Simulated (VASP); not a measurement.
# FeO (Wuestite) (Fm-3m) in VASP: notebook, part 2 of 2

VASP 6.6.1. Earlier steps stand in the parts before.

### Step 3. Single point, PBE, collinear spin, ferromagnetic start

Contents of INCAR:

```
SYSTEM = FeO
  ALGO = Normal
  EDIFF = 1E-6
  ENCUT = 520
  GGA = PE
  ISIF = 2
  ISMEAR = 0
  ISPIN = 2
  LASPH = .TRUE.
  LCHARG = .TRUE.
  LELF = .TRUE.
  LMAXMIX = 4
  LORBIT = 11
  LREAL = .FALSE.
  LVHAR = .TRUE.
  LWAVE = .FALSE.
  MAGMOM = 3 0
  NBANDS = 18
  NELM = 150
  PREC = Accurate
  SIGMA = 0.03
```

Contents of KPOINTS:

```
k-points
0
G
  11 11 11
  0 0 0
```

Contents of POSCAR:

```
FeO
1.0
    0.0000000000      2.1554000000      2.1554000000
    2.1554000000      0.0000000000      2.1554000000
    2.1554000000      2.1554000000      0.0000000000
Fe O
1 1
Direct
    0.0000000000      0.0000000000      0.0000000000
    0.5000000000      0.5000000000      0.5000000000
```

Potentials or basis: VASP PAW PBE potentials, release 64 (Fe, O).

Launch:

```bash
$ cat potpaw_PBE.64/Fe/POTCAR potpaw_PBE.64/O/POTCAR > POTCAR
$ mpirun -np 1 vasp_std > vasp.out
```

OUTCAR:

```text
SYSTEM = FeO
   EDIFF = 1E-6
   ENCUT = 520
   GGA = PE
   ISIF = 2
   ISMEAR = 0
   ISPIN = 2
   LASPH = .TRUE.
   LORBIT = 11
   LREAL = .FALSE.
   NELM = 150
   PREC = Accurate

 ion  position               nearest neighbor table
   1  0.000  0.000  0.000-   2 2.16   2 2.16   2 2.16   2 2.16   2 2.16   2 2.16
   2  0.500  0.500  0.500-   1 2.16   1 2.16   1 2.16   1 2.16   1 2.16   1 2.16

  LATTYP: Found a face centered cubic cell.
 ALAT       =     4.3108000000

  Lattice vectors:

 A1 = (   0.0000000000,   2.1554000000,   2.1554000000)
 A2 = (   2.1554000000,   0.0000000000,   2.1554000000)
 A3 = (   2.1554000000,   2.1554000000,   0.0000000000)

Analysis of symmetry for initial positions (statically):
=====================================================================
 Subroutine PRICEL returns:
 Original cell was already a primitive cell.

 Routine SETGRP: Setting up the symmetry group for a
 face centered cubic supercell.

 Subroutine GETGRP returns: Found 48 space group operations
 (whereof 48 operations were pure point group operations)
 out of a pool of 48 trial point group operations.

The static configuration has the point symmetry O_h .

Analysis of symmetry for dynamics (positions and initial velocities):
=====================================================================
 Subroutine PRICEL returns:
 Original cell was already a primitive cell.

 Routine SETGRP: Setting up the symmetry group for a
 face centered cubic supercell.

 Subroutine GETGRP returns: Found 48 space group operations
 (whereof 48 operations were pure point group operations)
 out of a pool of 48 trial point group operations.

The dynamic configuration has the point symmetry O_h .

Analysis of structural, dynamic, and magnetic symmetry:
=====================================================================
 Subroutine PRICEL returns:
 Original cell was already a primitive cell.

 Routine SETGRP: Setting up the symmetry group for a
 face centered cubic supercell.

 Subroutine GETGRP returns: Found 48 space group operations
 (whereof 48 operations were pure point group operations)
[... 141 lines left out ...]

 Free energy of the ion-electron system (eV)
  ---------------------------------------------------
  ext. energy  EPLUGINS =         0.00000000
  ---------------------------------------------------
  free energy    TOTEN  =       -14.92999108 eV

  energy without entropy =      -14.92912564  energy(sigma->0) =      -14.92955836

 E-fermi :   6.2029     XC(G=0): -12.1640

 val. band max:        6.1992597230   @ k =  -0.3636   0.2727   0.0909
 cond. band min:       6.2116885222   @ k =  -0.1818   0.0909   0.0000
 fundamental gap:      0.0124287992
 Fermi energy:         6.2029091622

 spin component 1

 k-point     1 :       0.0000    0.0000    0.0000
  band No.  band energies     occupation
      1     -14.5196      1.00000
      2       2.3267      1.00000
      3       2.3267      1.00000
      4       2.3267      1.00000
      5       2.4057      1.00000
      6       2.4057      1.00000
[... 493 lines left out ...]
     17      32.7140      0.00000
     18      34.4738      0.00000

 [... further k-points ...]

 spin component 2

 k-point     1 :       0.0000    0.0000    0.0000
  band No.  band energies     occupation
      1     -13.9875      1.00000
      2       2.9634      1.00000
      3       2.9635      1.00000
      4       2.9635      1.00000
      5       5.4657      1.00000
      6       5.4660      1.00000
[... 493 lines left out ...]
     17      33.4969      0.00000
     18      35.2271      0.00000

 [... further k-points ...]
[... 5 lines left out ...]
  --------------------------------------------------------------------------------------
  -------------------------------------------------------------------------------------
  Total       -0.0282693     -0.0282693     -0.0282693      0.0000000      0.0000000      0.0000000
  in kB       -2.2615782     -2.2615782     -2.2615782      0.0000000      0.0000000      0.0000000
  external PRESSURE =      -2.2615782 kB  Pullay stress =       0.0000000 kB

 VOLUME and BASIS-vectors are now :
 -----------------------------------------------------------------------------
  energy-cutoff  :      520.00
  volume of cell :       20.03
      direct lattice vectors                 reciprocal lattice vectors
     0.000000000  2.155400000  2.155400000    -0.231975503  0.231975503  0.231975503
     2.155400000  0.000000000  2.155400000     0.231975503 -0.231975503  0.231975503
     2.155400000  2.155400000  0.000000000     0.231975503  0.231975503 -0.231975503

 POSITION                                       TOTAL-FORCE (eV/Angst)
 -----------------------------------------------------------------------------------
      0.00000      0.00000      0.00000        -0.000000      0.000000     -0.000000
      2.15540      2.15540      2.15540         0.000000      0.000000      0.000000
 -----------------------------------------------------------------------------------
    total drift:                                0.000000     -0.000000      0.000000

  FREE ENERGIE OF THE ION-ELECTRON SYSTEM (eV)
  ---------------------------------------------------
  free  energy   TOTEN  =       -14.9299910833 eV

  energy  without entropy=      -14.9291256398  energy(sigma->0) =      -14.92955836

 total charge

# of ion       s       p       d       tot
------------------------------------------
    1        0.287   0.358   6.086   6.731
    2        1.556   3.438   0.000   4.994
--------------------------------------------------
tot          1.844   3.796   6.086  11.725

 magnetization (x)

# of ion       s       p       d       tot
------------------------------------------
    1        0.027   0.021   3.571   3.619
    2        0.030   0.271   0.000   0.301
--------------------------------------------------
tot          0.057   0.293   3.571   3.920
```

OSZICAR:

```text
N       E                     dE             d eps       ncg     rms          rms(c)
DAV:   1     0.666730343876E+02    0.66673E+02   -0.67013E+03  4392   0.899E+02
DAV:   2    -0.130319338531E+02   -0.79705E+02   -0.68094E+02  4124   0.203E+02
DAV:   3    -0.173204878305E+02   -0.42886E+01   -0.42036E+01  4658   0.507E+01
DAV:   4    -0.173512339948E+02   -0.30746E-01   -0.30730E-01  4982   0.408E+00
DAV:   5    -0.173514351366E+02   -0.20114E-03   -0.20113E-03  4710   0.344E-01    0.176E+01
DAV:   6    -0.155515252684E+02    0.17999E+01   -0.14900E+01  5330   0.553E+01    0.200E+01
DAV:   7    -0.149651661594E+02    0.58636E+00   -0.28250E+00  5214   0.323E+01    0.943E+00
DAV:   8    -0.149482653924E+02    0.16901E-01   -0.15922E-01  4906   0.392E+00    0.531E+00
DAV:   9    -0.149326116537E+02    0.15654E-01   -0.60421E-02  6422   0.380E+00    0.100E+00
DAV:  10    -0.149297538872E+02    0.28578E-02   -0.16239E-02  5572   0.261E+00    0.141E-01
DAV:  11    -0.149299705316E+02   -0.21664E-03   -0.21384E-03  5094   0.414E-01    0.629E-02
DAV:  12    -0.149299737650E+02   -0.32334E-05   -0.36032E-05  5442   0.616E-02    0.411E-02
DAV:  13    -0.149299893159E+02   -0.15551E-04   -0.24077E-05  5400   0.554E-02    0.139E-02
DAV:  14    -0.149299913529E+02   -0.20370E-05   -0.27426E-06  4388   0.142E-02    0.629E-03
DAV:  15    -0.149299910833E+02    0.26962E-06   -0.31852E-07  2356   0.580E-03
   1 F= -.14929991E+02 E0= -.14929558E+02  d E =-.865444E-03  mag=     4.0000
```

stdout:

```text
POSCAR found type information on POSCAR FeO
 POSCAR found :  2 types and       2 ions
 scaLAPACK will be used
 LDA part: xc-table for (Slater+PW92), standard interpolation
 POSCAR, INCAR and KPOINTS ok, starting setup
 FFT: planning ... GRIDC
 FFT: planning ... GRID_SOFT
 FFT: planning ... GRID
 WAVECAR not read
 entering main loop
```

It took 16 s on 1 thread of Intel Xeon 6975P-C (Granite Rapids), shared host; peak memory 0.17 GiB.

Results:

```yaml
Free_energy: -14.9300 eV
Pressure: -0.2 GPa
Band_gap_on_the_k_mesh: zero (filled and empty bands overlap)
Net_moment: 4.00 μB per cell
Site_moments: Fe +3.62; O +0.30 μB
Valence_electrons_inside_the_program's_atomic_spheres: Fe 6.73; O 4.99
```

Levels at points of the mesh, in eV from the Fermi level:
Spin up:
```
           k point  band 5  band 6  band 7  band 8  band 9  band 10  band 11  band 12  band 13  band 14
(0.00, 0.00, 0.00)   -3.80   -3.80   -3.80   -3.68   -3.68     0.09    15.47    17.03    17.03    17.03
```
Spin down:
| k point | band 2 | band 3 | band 4 | band 5 | band 6 | band 7 | band 8 | band 9 |
| --- | --- | --- | --- | --- | --- | --- | --- | --- |
| (0.00, 0.00, 0.00) | -3.24 | -3.24 | -3.24 | -0.74 | -0.74 | -0.74 | 0.19 | 0.19 |

Caveat: a cell with one magnetic atom can't hold antiferromagnetic order, which such compounds often take; semilocal functionals often make such compounds metallic where correlation or magnetic order opens a gap, which also shifts bond lengths.

### Step 4. Single point, PBE, collinear spin, ferromagnetic start

Contents of INCAR:

```
SYSTEM = FeO
PREC     = Accurate       ! precision mode
ENCUT    = 520            ! plane-wave cutoff, eV
EDIFF    = 1E-6           ! SCF threshold, eV
ISMEAR   = 0              ! smearing method
SIGMA    = 0.026000000000000002 ! smearing width, eV
LREAL    = .False.        ! projectors in reciprocal space
LASPH    = .True.         ! aspherical terms in the spheres
NELM     = 150            ! most SCF steps
ALGO     = Normal         ! electronic algorithm
ISIF     = 2              ! what is computed and relaxed
LWAVE    = .False.        ! write WAVECAR
LCHARG   = .False.        ! write CHGCAR
ISPIN    = 2              ! spin polarisation
MAGMOM   = 3 0            ! initial moments
LORBIT   = 11             ! projections on sites
LMAXMIX  = 4              ! l up to which the mixer works
GGA      = PE             ! functional
NBANDS   = 18             ! bands
```

Contents of KPOINTS:

```
regular mesh
0
Gamma
  11 11 11
  0 0 0
```

POSCAR is that of step 3.

Launch:

```bash
$ cat potpaw_PBE.64/Fe/POTCAR potpaw_PBE.64/O/POTCAR > POTCAR
$ mpirun -np 1 vasp_std > vasp.out
```

Wall time 15 s (1 thread of Intel Xeon 6975P-C (Granite Rapids), shared host); peak memory 0.16 GiB.

Results (log left out):

| Item | Value |
| --- | --- |
| Free energy | -14.9299 eV |
| Pressure | -0.2 GPa |
| Band gap on the k mesh | zero (filled and empty bands overlap) |
| Net moment | 4.00 μB per cell |
| Site moments | Fe +3.62; O +0.30 μB |
| Valence electrons inside the program's atomic spheres | Fe 6.73; O 4.99 |

Levels at points of the mesh, in eV from the Fermi level:
Spin up:
```
           k point  band 6  band 7  band 8  band 9  band 10  band 11  band 12  band 13
(0.00, 0.00, 0.00)   -3.80   -3.80   -3.68   -3.68     0.09    15.47    17.03    17.03
```
Spin down:
| k point | band 2 | band 3 | band 4 | band 5 | band 6 | band 7 | band 8 | band 9 |
| --- | --- | --- | --- | --- | --- | --- | --- | --- |
| (0.00, 0.00, 0.00) | -3.24 | -3.24 | -3.24 | -0.74 | -0.74 | -0.74 | 0.19 | 0.19 |

Caveat: a cell with one magnetic atom can't hold antiferromagnetic order, which such compounds often take; semilocal functionals often make such compounds metallic where correlation or magnetic order opens a gap, which also shifts bond lengths.

### Step 5. Summary

```csv
smearing,gap on the mesh (eV),pressure (GPa),moment (μB)
gaussian 0.016 eV,none,-0.2,4.00
gaussian 0.03 eV,none,-0.2,4.00
gaussian 0.026 eV,none,-0.2,4.00
```

Alike in all rows: task single point; level PBE; potentials or basis VASP PAW PBE potentials, release 64 (Fe, O); spin collinear, ferromagnetic start; cell as given; k mesh 11 × 11 × 11; cutoff (eV) 520.

Every run on the cell as given and a fine mesh finds a metal.

Caveats: a cell with one magnetic atom can't hold antiferromagnetic order, which such compounds often take; semilocal functionals often make such compounds metallic where correlation or magnetic order opens a gap, which also shifts bond lengths.

Total energies depend on the potentials used, so only differences within one code and one set of settings carry meaning.

### Step 6. Comparison with measurements

Step 2. A measured gap of FeO is 2.4 eV (optical; quoted in “W\"ustite: Electric, thermodynamic and optical properties of FeO”, 2012, arxiv:1203.1201); the calculated 0.00 eV misses it by -2.40 eV. So large a miss can be the level of theory's own, or it may mean another phase, state or a wrong row. The value is that of PBE on a finite k mesh, which can miss the band edges, without temperature or zero-point motion. Semilocal functionals fall short of measured gaps as a rule. The run's magnetic order (collinear spin, ferromagnetic start) needn't be the measured crystal's.

Step 3. Against the measured gap of FeO, 2.4 eV (optical; quoted in “W\"ustite: Electric, thermodynamic and optical properties of FeO”, 2012, arxiv:1203.1201), the calculated 0.00 eV is off by -2.40 eV. So large a miss can be the level of theory's own, or it may mean another phase, state or a wrong row. The value is that of PBE on a finite k mesh, which can miss the band edges, without temperature or zero-point motion. Semilocal functionals fall short of measured gaps as a rule. The run's magnetic order (collinear spin, ferromagnetic start) needn't be the measured crystal's.

Step 4. Against the measured gap of FeO, 2.4 eV (optical; quoted in “W\"ustite: Electric, thermodynamic and optical properties of FeO”, 2012, arxiv:1203.1201), the calculated 0.00 eV is off by -2.40 eV. So large a miss can be the level of theory's own, or it may mean another phase, state or a wrong row. The value is that of PBE on a finite k mesh, which can miss the band edges, without temperature or zero-point motion. Semilocal functionals fall short of measured gaps as a rule. The run's magnetic order (collinear spin, ferromagnetic start) needn't be the measured crystal's.
